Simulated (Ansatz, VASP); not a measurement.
One calculation of CuO, two programs

The input POSCAR:

```
CuO
1.0
    0.0000000000      2.3272527300      2.3272527300
    2.3272527300      0.0000000000      2.3272527300
    2.3272527300      2.3272527300      0.0000000000
Cu O
1 1
Direct
    0.0000000000      0.0000000000      0.0000000000
    0.2500000000      0.2500000000      0.2500000000
```

Contents of INCAR.step1:

```
PREC = Accurate
ENCUT = 520
EDIFF = 1E-5
ISMEAR = -1
SIGMA = 0.05
LREAL = False
LASPH = True
NELM = 100
ALGO = Normal
ISIF = 2
LWAVE = True
LCHARG = False
GGA = PE
NBANDS = 16
```

INCAR.step2

```
PREC = Accurate
ENCUT = 520
EDIFF = 1E-6
ISMEAR = -1
SIGMA = 0.05
LREAL = False
LASPH = True
NELM = 100
ALGO = Normal
ISIF = 2
LWAVE = False
LCHARG = False
GGA = PE
LHFCALC = True
HFSCREEN = 0.2079
PRECFOCK = Normal
ISTART = 1
NBANDS = 16
```

KPOINTS

```
regular mesh
0
Gamma
  6 6 6
```

Contents of input.yaml:

```yaml
crystal:
  lattice:
    - [0.0, 2.32725273, 2.32725273]
    - [2.32725273, 0.0, 2.32725273]
    - [2.32725273, 2.32725273, 0.0]
  atoms:
    - { symbol: Cu, position: [0.0, 0.0, 0.0] }
    - { symbol: O, position: [0.25, 0.25, 0.25] }
hamiltonian:
  xc: hse06
  pseudopotentials: { kind: paw }
kpoints:
  mp_grid: { grid: [6, 6, 6] }
  band_path:
    path:
      - [[0.0, 0.0, 0.0], [0.5, 0.0, 0.5], [0.5, 0.25, 0.75], [0.375, 0.375, 0.75], [0.0, 0.0, 0.0], [0.5, 0.5, 0.5], [0.625, 0.25, 0.625], [0.5, 0.25, 0.75], [0.5, 0.5, 0.5], [0.375, 0.375, 0.75]]
      - [[0.625, 0.25, 0.625], [0.5, 0.0, 0.5]]
    npoints: 4
scf:
  occupations: { method: fermi_dirac, width: 0.05 }
  n_extra_bands: 6
output:
  forces: true
  stress: true
  eigenvalues: true
  fatbands: false
```

Alike in both runs: functional HSE06; k mesh 6 × 6 × 6; occupations fermi-dirac, width 0.05 eV; no spin polarisation.

|  | VASP | Ansatz |
| --- | --- | --- |
| version | VASP 6.6.1 | Ansatz 0.2.0 |
| potentials or method | VASP PAW PBE potentials, release 64 (Cu, O) | Ansatz PAW |
| plane-wave cutoff (eV) | 520 | 420 |
| valence electrons in the cell | 17 | 25 |
| task | single point | band structure |

|  | VASP | Ansatz | Ansatz less VASP |
| --- | --- | --- | --- |
| gap on the k mesh at the Fermi level (eV) | none | none | - |
| pressure (GPa) | -13.0 | -13.2 | -0.24 |

A gap of «none» marks a metal or a gap that the smearing closes. VASP's potentials hold 17 valence electrons a cell and Ansatz's 25, so a difference there can come from the potentials and not from the codes.

The k mesh is coarse, so the values compare programs but aren't converged.
